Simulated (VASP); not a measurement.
# MoS2 (R-3m) in VASP: further runs

MoS2 is run at these levels: PBE+D3(BJ); tasks: single point, relaxation of cell and atoms.

Everything below comes from runs of VASP 6.6.1. Logs are shortened: lines on timing, memory, paths and dates and some standing lists are left out, and cuts for length are marked.

### Step 1. The cell of the first run

Symmetry: R-3m, No. 166, trigonal system. The conventional cell has a = 3.139 Å, b = 3.139 Å, c = 17.817 Å, α = 90.00°, β = 90.00°, γ = 120.00°. Within 3.2 Å of Mo (site symmetry -3m) lie 6 S at 2.42 Å and 6 Mo at 3.14 Å. Within 3.2 Å of S (site symmetry 3m) lie 3 Mo at 2.42 Å and 6 S at 3.14 Å.

### Step 2. Single point, PBE+D3(BJ)

The input, INCAR:

```
PREC     = Accurate       # precision mode
ENCUT    = 520            # plane-wave cutoff, eV
EDIFF    = 1E-7           # SCF threshold, eV
ISMEAR   = -1             # smearing method
SIGMA    = 0.02           # smearing width, eV
LREAL    = False          # projectors in reciprocal space
LASPH    = True           # aspherical terms in the spheres
NELM     = 100            # most SCF steps
ALGO     = Normal         # electronic algorithm
ISIF     = 2              # what is computed and relaxed
LWAVE    = False          # write WAVECAR
LCHARG   = False          # write CHGCAR
GGA      = PE             # functional
IVDW     = 12             # dispersion correction
NBANDS   = 20             # bands
```

The input, KPOINTS:

```
regular mesh
0
Gamma
  8 8 8
```

The input, POSCAR:

```
MoS2
1.0
    1.5694898383      0.9061453806      5.9389663245
   -1.5694898383      0.9061453806      5.9389663245
    0.0000000000     -1.8122907613      5.9389663245
Mo S
1 2
Direct
    0.0000000000      0.0000000000      0.0000000000
    0.2435699316      0.2435699316      0.2435699316
    0.7564300684      0.7564300684      0.7564300684
```

Potentials or basis: VASP PAW PBE potentials, release 64 (Mo_sv, S).

The run is started by

```console
> cat potpaw_PBE.64/Mo_sv/POTCAR potpaw_PBE.64/S/POTCAR > POTCAR
> mpirun -np 1 vasp_std > vasp.out
```

OUTCAR:

```text
PREC = Accurate
   ENCUT = 520
   EDIFF = 1E-7
   ISMEAR = -1
   LREAL = False
   LASPH = True
   NELM = 100
   ISIF = 2
   GGA = PE
   IVDW = 12
 IVDW          = 12

 ion  position               nearest neighbor table
   1  0.000  0.000  0.000-   3 2.42   3 2.42   2 2.42   2 2.42   3 2.42   2 2.42
   2  0.244  0.244  0.244-   1 2.42   1 2.42   1 2.42
   3  0.756  0.756  0.756-   1 2.42   1 2.42   1 2.42

  LATTYP: Found a trigonal (rhomboedric) cell.
 ALAT       =     6.2093251491
 COS(alpha) =     0.8722213758

  Lattice vectors:

 A1 = (   1.5694898383,   0.9061453806,   5.9389663245)
 A2 = (  -1.5694898383,   0.9061453806,   5.9389663245)
 A3 = (   0.0000000000,  -1.8122907613,   5.9389663245)

Analysis of symmetry for initial positions (statically):
=====================================================================
 Subroutine PRICEL returns:
 Original cell was already a primitive cell.

 Routine SETGRP: Setting up the symmetry group for a
 trigonal (rhombohedral) supercell.

 Subroutine GETGRP returns: Found 12 space group operations
 (whereof 12 operations were pure point group operations)
 out of a pool of 12 trial point group operations.

The static configuration has the point symmetry D_3d.

Analysis of symmetry for dynamics (positions and initial velocities):
=====================================================================
 Subroutine PRICEL returns:
 Original cell was already a primitive cell.

 Routine SETGRP: Setting up the symmetry group for a
 trigonal (rhombohedral) supercell.

 Subroutine GETGRP returns: Found 12 space group operations
 (whereof 12 operations were pure point group operations)
 out of a pool of 12 trial point group operations.

The dynamic configuration has the point symmetry D_3d.

 Subroutine INISYM returns: Found 12 space group operations
 (whereof 12 operations are pure point group operations),
 and found     1 'primitive' translations

----------------------------------------------------------------------------------------

                                     Primitive cell

  volume of cell :      50.6779

  direct lattice vectors                    reciprocal lattice vectors
[... 81 lines left out ...]
   ISTART =      0    job   : 0-new  1-cont  2-samecut
   ICHARG =      2    charge: 1-file 2-atom 10-const
   ISPIN  =      1    spin polarized calculation?
   LNONCOLLINEAR =      F non collinear calculations
   LSORBIT =      F    spin-orbit coupling
   LASPH  =      T    aspherical Exc in radial PAW
   ENCUT  =  520.0 eV  38.22 Ry    6.18 a.u.  11.55 11.55 11.55*2*pi/ulx,y,z
   NELM   =    100;   NELMIN=  2; NELMDL= -5     # of ELM steps
   EDIFF  = 0.1E-06   stopping-criterion for ELM
   LREAL  =      F    real-space projection
   EDIFFG = 0.1E-05   stopping-criterion for IOM
   NSW    =      0    number of steps for IOM
   IBRION =     -1    ionic relax: 0-MD 1-quasi-New 2-CG
   NFREE  =      0    steps in history (QN), initial steepest desc. (CG)
   ISIF   =      2    stress and relaxation
   ISYM   =      2    0-nonsym 1-usesym 2-fastsym
   POTIM  = 0.5000    time-step for ionic-motion
   TEBEG  =    0.0;   TEEND  =   0.0 temperature during run
   PSTRESS=    0.0 pullay stress
   NELECT =      26.0000    total number of electrons
   NUPDOWN=      -1.0000    fix difference up-down
   EMIN   =  10.00;   EMAX   =-10.00  energy-range for DOS
   EFERMI =   0.00;   METHOD = LEGACY
   ISMEAR =    -1;   SIGMA  =   0.02  broadening in eV -4-tet -1-fermi 0-gaus
   EFERMI_NEDOS =   21; number of points for ismear=-14 and -15
   IALGO  =     38    algorithm
   IMIX   =      4    mixing-type and parameters
     AMIX     =   0.40;   BMIX     =  1.00
     AMIX_MAG =   1.60;   BMIX_MAG =  1.00
  volume/ion in A,a.u.               =      16.89       114.00
  Fermi-wavevector in a.u.,A,eV,Ry     =   1.310569  2.476616 23.369234  1.717590
  Thomas-Fermi vector in A             =   2.441090
   LORBIT       =      0    0 simple, 1 ext, 2 COOP (PROOUT), +10 PAW based schemes
   GGA     = PE    functional components
   LHFCALC =     F    Hartree Fock is set to
   AEXX    =    0.0000 exact exchange contribution
   IVDW    =    12    specifies the selected vdW correction
   LEPSILON=     F    determine dielectric tensor
   LRPA    =     F    only Hartree local field effects (RPA)
 non-spin polarized calculation
  energy-cutoff  :      520.00
  volume of cell :       50.68
 maximum number of plane-waves:      1383
 NGX is ok and might be reduce to    48
   NGX = 23   NGY = 23   NGZ = 23

 number of electron      26.0000001 magnetization

 Free energy of the ion-electron system (eV)
  ---------------------------------------------------
  ext. energy  EPLUGINS =         0.00000000
  ---------------------------------------------------
  free energy    TOTEN  =       -20.92900700 eV

  energy without entropy =      -20.92647417  energy(sigma->0) =      -20.92774058

 E-fermi :   8.3826     XC(G=0): -11.2190

 val. band max:        8.3652782814   @ k =   0.5000   0.2500  -0.0000
 cond. band min:       8.3840596826   @ k =   0.5000   0.3750   0.1250
 fundamental gap:      0.0187814012
 Fermi energy:         8.3825790142

 k-point     1 :       0.0000    0.0000    0.0000
  band No.  band energies     occupation
      1     -53.3074      2.00000
      2     -27.3954      2.00000
      3     -27.2538      2.00000
      4     -27.2538      2.00000
      5      -6.8373      2.00000
      6      -5.0877      2.00000
[... 541 lines left out ...]
     19      16.5364      0.00000
     20      18.2837      0.00000

 [... further k-points ...]

------------------------ aborting loop because EDIFF is reached ----------------------------------------

 Edisp (eV)   -1.34900

 E8    (eV) :    -0.5445

  FORCE on cell =-STRESS in cart. coord.  units (eV):
  Direction    XX          YY          ZZ          XY          YZ          ZX
  --------------------------------------------------------------------------------------
  -------------------------------------------------------------------------------------
  Total      -0.02840    -0.02840    -0.03679    -0.00000     0.00000     0.00000
  in kB      -0.89800    -0.89800    -1.16303    -0.00000     0.00000     0.00000
  external pressure =       -0.99 kB  Pullay stress =        0.00 kB

 VOLUME and BASIS-vectors are now :
 -----------------------------------------------------------------------------
  energy-cutoff  :      520.00
  volume of cell :       50.68
      direct lattice vectors                 reciprocal lattice vectors
     1.569489838  0.906145381  5.938966324     0.318574856  0.183929279  0.056126490
    -1.569489838  0.906145381  5.938966324    -0.318574856  0.183929279  0.056126490
     0.000000000 -1.812290761  5.938966324     0.000000000 -0.367858558  0.056126490

 POSITION                                       TOTAL-FORCE (eV/Angst)
 -----------------------------------------------------------------------------------
      0.00000      0.00000      0.00000        -0.000000     -0.000000      0.000000
      0.00000     -0.00000      4.33966         0.000000     -0.000000      0.012921
      0.00000     -0.00000     13.47724         0.000000      0.000000     -0.012921
 -----------------------------------------------------------------------------------
    total drift:                                0.000000      0.000000     -0.000000

  FREE ENERGIE OF THE ION-ELECTRON SYSTEM (eV)
  ---------------------------------------------------
  free  energy   TOTEN  =       -22.2780083744 eV

  energy  without entropy=      -22.2754755422  energy(sigma->0) =      -22.27674196
```

OSZICAR:

```text
N       E                     dE             d eps       ncg     rms          rms(c)
DAV:   1     0.179081907961E+03    0.17908E+03   -0.13516E+04  2608   0.123E+03
DAV:   2    -0.152138595290E+02   -0.19430E+03   -0.18941E+03  3184   0.315E+02
DAV:   3    -0.223636837593E+02   -0.71498E+01   -0.70547E+01  3240   0.557E+01
DAV:   4    -0.224471320283E+02   -0.83448E-01   -0.83260E-01  3104   0.632E+00
DAV:   5    -0.224484505968E+02   -0.13186E-02   -0.13181E-02  3312   0.767E-01    0.237E+01
DAV:   6    -0.215698788418E+02    0.87857E+00   -0.15589E+01  2748   0.209E+01    0.981E+00
DAV:   7    -0.210945823936E+02    0.47530E+00   -0.72090E+00  2692   0.136E+01    0.632E+00
DAV:   8    -0.209287676988E+02    0.16581E+00   -0.92328E-01  2844   0.514E+00    0.197E+00
DAV:   9    -0.209304730897E+02   -0.17054E-02   -0.28654E-02  3024   0.108E+00    0.634E-01
DAV:  10    -0.209291466073E+02    0.13265E-02   -0.13380E-02  2884   0.709E-01    0.177E-01
DAV:  11    -0.209290503357E+02    0.96272E-04   -0.63800E-04  2952   0.161E-01    0.606E-02
DAV:  12    -0.209289947339E+02    0.55602E-04   -0.21970E-04  2936   0.886E-02    0.561E-02
DAV:  13    -0.209290073444E+02   -0.12611E-04   -0.26544E-05  2832   0.318E-02    0.165E-02
DAV:  14    -0.209290071328E+02    0.21159E-06   -0.23039E-06  3080   0.867E-03    0.972E-03
DAV:  15    -0.209290069964E+02    0.13644E-06   -0.34118E-07  2976   0.341E-03    0.216E-03
DAV:  16    -0.209290069996E+02   -0.32046E-08   -0.95261E-08  1956   0.185E-03
   1 F= -.22278008E+02 E0= -.22276742E+02  d E =-.253283E-02
```

It took 2.3 min on 1 thread of Intel Xeon Platinum 8488C (Sapphire Rapids), shared host; peak memory 0.33 GiB.

Results:

* Free energy: -22.2780 eV
* Pressure: -0.1 GPa
* Largest force: 0.013 eV/Å
* Band gap on the k mesh: zero (band 13 reaches 8.47 eV, above the bottom of band 14 at 8.22 eV)
* Dispersion energy per atom: -0.450 eV

Forces in eV/Å, atoms in the order of the input:
```
Mo   0.000  0.000  0.000
S    0.000  0.000  0.013
S    0.000  0.000 -0.013
```

Caveat: pairwise dispersion overbinds metals, which lowers pressure and volume.

### Step 3. Relaxation of cell and atoms, PBE+D3(BJ)

This run uses another cell than the first one, of 26.34 Å³/atom, 1.560 times its volume.

The input, INCAR:

```
ALGO = Normal ; EDIFF = 1E-6
EDIFFG = -0.005 ; ENCUT = 600
GGA = PE ; IBRION = 2
ISIF = 3 ; ISMEAR = -1
IVDW = 12 ; LASPH = True
LCHARG = False ; LREAL = False
LWAVE = False ; NELM = 100
NSW = 80 ; PREC = Accurate
SIGMA = 0.02
```

The input, KPOINTS:

```
k-points
0
Gamma
  8 8 8
```

The input, POSCAR:

```
MoS2
1.0
    1.9389063400      1.1194280973      6.0689055160
   -1.9389063400      1.1194280973      6.0689055160
    0.0000000000     -2.2388561947      6.0689055160
Mo S
1 2
Direct
    0.0000000000      0.0000000000      0.0000000000
    0.2467881974      0.2467881974      0.2467881974
    0.7532118026      0.7532118026      0.7532118026
```

Potentials or basis: VASP PAW PBE potentials, release 64 (Mo_sv, S).

The run is started by

```console
> cat potpaw_PBE.64/Mo_sv/POTCAR potpaw_PBE.64/S/POTCAR > POTCAR
> mpirun -np 1 vasp_std > vasp.out
```

OUTCAR:

```text
EDIFF = 1E-6
   EDIFFG = -0.005
   ENCUT = 600
   GGA = PE
   IBRION = 2
   ISIF = 3
   ISMEAR = -1
   IVDW = 12
   LASPH = True
   LREAL = False
   NELM = 100
   NSW = 80
   PREC = Accurate
 IVDW          = 12

 ion  position               nearest neighbor table
   1  0.000  0.000  0.000-   3 2.74   3 2.74   2 2.74   2 2.74   3 2.74   2 2.74
   2  0.247  0.247  0.247-   1 2.74   1 2.74   1 2.74
   3  0.753  0.753  0.753-   1 2.74   1 2.74   1 2.74

  LATTYP: Found a trigonal (rhomboedric) cell.
 ALAT       =     6.4687008914
 COS(alpha) =     0.8203159545

  Lattice vectors:

 A1 = (   1.9389063400,   1.1194280973,   6.0689055160)
 A2 = (  -1.9389063400,   1.1194280973,   6.0689055160)
 A3 = (   0.0000000000,  -2.2388561947,   6.0689055160)

Analysis of symmetry for initial positions (statically):
=====================================================================
 Subroutine PRICEL returns:
 Original cell was already a primitive cell.

 Routine SETGRP: Setting up the symmetry group for a
 trigonal (rhombohedral) supercell.

 Subroutine GETGRP returns: Found 12 space group operations
 (whereof 12 operations were pure point group operations)
 out of a pool of 12 trial point group operations.

The static configuration has the point symmetry D_3d.

Analysis of symmetry for dynamics (positions and initial velocities):
=====================================================================
 Subroutine PRICEL returns:
 Original cell was already a primitive cell.

 Routine SETGRP: Setting up the symmetry group for a
 trigonal (rhombohedral) supercell.

 Subroutine GETGRP returns: Found 12 space group operations
 (whereof 12 operations were pure point group operations)
 out of a pool of 12 trial point group operations.

The dynamic configuration has the point symmetry D_3d.

 Subroutine INISYM returns: Found 12 space group operations
 (whereof 12 operations are pure point group operations),
 and found     1 'primitive' translations

[... 98 lines left out ...]
   EDIFFG = -.5E-02   stopping-criterion for IOM
   NSW    =     80    number of steps for IOM
   IBRION =      2    ionic relax: 0-MD 1-quasi-New 2-CG
   NFREE  =      1    steps in history (QN), initial steepest desc. (CG)
   ISIF   =      3    stress and relaxation
   ISYM   =      2    0-nonsym 1-usesym 2-fastsym
   POTIM  = 0.5000    time-step for ionic-motion
   TEBEG  =    0.0;   TEEND  =   0.0 temperature during run
   PSTRESS=    0.0 pullay stress
   NELECT =      26.0000    total number of electrons
   NUPDOWN=      -1.0000    fix difference up-down
   EMIN   =  10.00;   EMAX   =-10.00  energy-range for DOS
   EFERMI =   0.00;   METHOD = LEGACY
   ISMEAR =    -1;   SIGMA  =   0.02  broadening in eV -4-tet -1-fermi 0-gaus
   EFERMI_NEDOS =   21; number of points for ismear=-14 and -15
   IALGO  =     38    algorithm
   IMIX   =      4    mixing-type and parameters
     AMIX     =   0.40;   BMIX     =  1.00
     AMIX_MAG =   1.60;   BMIX_MAG =  1.00
  volume/ion in A,a.u.               =      26.34       177.78
  Fermi-wavevector in a.u.,A,eV,Ry     =   1.130128  2.135633 17.377223  1.277190
  Thomas-Fermi vector in A             =   2.266824
   LORBIT       =      0    0 simple, 1 ext, 2 COOP (PROOUT), +10 PAW based schemes
   GGA     = PE    functional components
   LHFCALC =     F    Hartree Fock is set to
   AEXX    =    0.0000 exact exchange contribution
   IVDW    =    12    specifies the selected vdW correction
   LEPSILON=     F    determine dielectric tensor
   LRPA    =     F    only Hartree local field effects (RPA)
 conjugate gradient relaxation of ions
 non-spin polarized calculation
  energy-cutoff  :      600.00
  volume of cell :       79.03
 maximum number of plane-waves:      2676
 NGX is ok and might be reduce to    54
   NGX = 25   NGY = 25   NGZ = 25

--------------------------------------- Ionic step        1  -------------------------------------------

 number of electron      26.0000000 magnetization

 Free energy of the ion-electron system (eV)
  ---------------------------------------------------
  ext. energy  EPLUGINS =         0.00000000
  ---------------------------------------------------
  free energy    TOTEN  =       -18.37717790 eV

  energy without entropy =      -18.37193764  energy(sigma->0) =      -18.37455777

 E-fermi :   3.1566     XC(G=0):  -9.0528

 val. band max:        3.1553597734   @ k =   0.2500   0.1250   0.1250
 cond. band min:       3.1587398223   @ k =   0.1250   0.0000   0.0000
 fundamental gap:      0.0033800489
 Fermi energy:         3.1565775830
[... 1085 lines left out ...]
  FREE ENERGIE OF THE ION-ELECTRON SYSTEM (eV)
  ---------------------------------------------------
  free  energy   TOTEN  =       -21.8536608255 eV

  energy  without entropy=      -21.8499256582  energy(sigma->0) =      -21.85179324

[... ionic steps 4 to 17 ...]

--------------------------------------- Ionic step       18  -------------------------------------------

 number of electron      26.0000000 magnetization

------------------------ aborting loop because EDIFF is reached ----------------------------------------
[... 77 lines left out ...]
--------------------------------------- Ionic step       20  -------------------------------------------

 number of electron      26.0000000 magnetization

 Free energy of the ion-electron system (eV)
  ---------------------------------------------------
  ext. energy  EPLUGINS =         0.00000000
  ---------------------------------------------------
  free energy    TOTEN  =       -20.93371816 eV

  energy without entropy =      -20.93118203  energy(sigma->0) =      -20.93245009

 E-fermi :   8.3809     XC(G=0): -11.2171

 val. band max:        8.3637794096   @ k =   0.5000   0.2500   0.0000
 cond. band min:       8.3828397264   @ k =   0.5000   0.3750   0.1250
 fundamental gap:      0.0190603169
 Fermi energy:         8.3808978935
[... 514 lines left out ...]
  FREE ENERGIE OF THE ION-ELECTRON SYSTEM (eV)
  ---------------------------------------------------
  free  energy   TOTEN  =       -22.2825191179 eV

  energy  without entropy=      -22.2799829895  energy(sigma->0) =      -22.28125105

 reached required accuracy - stopping structural energy minimisation
```

Run time: 37 min. Hardware: 1 thread of Intel Xeon Platinum 8488C (Sapphire Rapids), shared host; peak memory 0.52 GiB.

What came out:

- Free energy: -22.2825 eV
- Relaxed volume: 16.89 Å³/atom
- Relaxed cell: a = 6.211 Å, b = 6.211 Å, c = 6.211 Å, α = 29.27°, β = 29.27°, γ = 29.27°
- Space group after relaxing (to 0.05 Å): R-3m (No. 166)
- Energy gained by relaxing: 969.3 meV/atom
- Ionic steps: 20
- Pressure after relaxing: 0.0 GPa
- Band gap on the k mesh: zero (band 13 reaches 8.47 eV, above the bottom of band 14 at 8.22 eV)
- Dispersion energy per atom: -0.450 eV

Step by step:
| step | energy change (eV) | largest force (eV/Å) | pressure (GPa) | volume (Å³) |
| --- | --- | --- | --- | --- |
| 1 | 0.0000 | 2.5085 | -22.95 | 79.03 |
| 2 | -0.1436 | 7.9333 | 67.70 | 43.15 |
| 3 | -2.4791 | 0.6830 | -3.43 | 56.84 |
| 4 | -2.4941 | 0.9523 | -1.25 | 55.96 |
| 5 | -2.4965 | 1.0870 | -0.15 | 55.55 |
| 6 | -2.7856 | 0.6424 | -0.24 | 53.76 |
| 7 | -2.9035 | 0.1076 | -0.21 | 51.85 |
| 8 | -2.9039 | 0.0756 | -0.22 | 51.74 |
| 9 | -2.9038 | 0.0571 | -0.22 | 51.65 |
| 10 | -2.9048 | 0.0825 | 0.11 | 51.41 |
| 11 | -2.9057 | 0.1199 | 0.63 | 51.05 |
| 12 | -2.9062 | 0.0960 | 0.47 | 51.04 |
| 13 | -2.9070 | 0.0421 | 0.09 | 51.02 |
| 14 | -2.9073 | 0.0656 | -0.61 | 50.99 |
| 15 | -2.9074 | 0.0286 | -0.40 | 51.00 |
| 16 | -2.9077 | 0.0269 | -0.30 | 50.90 |
| 17 | -2.9079 | 0.0239 | -0.19 | 50.75 |
| 18 | -2.9079 | 0.0233 | -0.15 | 50.70 |
| 19 | -2.9079 | 0.0017 | -0.02 | 50.68 |
| 20 | -2.9079 | 0.0015 | 0.01 | 50.68 |

Final structure:
```cif
data_structure
_symmetry_space_group_name_H-M 'P 1'
_symmetry_Int_Tables_number 1
_cell_length_a 6.2112
_cell_length_b 6.2112
_cell_length_c 6.2112
_cell_angle_alpha 29.270
_cell_angle_beta 29.270
_cell_angle_gamma 29.270
_cell_volume 50.68
loop_
_atom_site_label
_atom_site_type_symbol
_atom_site_fract_x
_atom_site_fract_y
_atom_site_fract_z
_atom_site_occupancy
Mo1 Mo 0.00000 0.00000 0.00000 1
S1 S 0.24363 0.24363 0.24363 1
S2 S 0.75637 0.75637 0.75637 1
```

Caveat: the volume moved by over 15 % at a fixed basis, so the end points are rough; pairwise dispersion overbinds metals, which lowers pressure and volume.
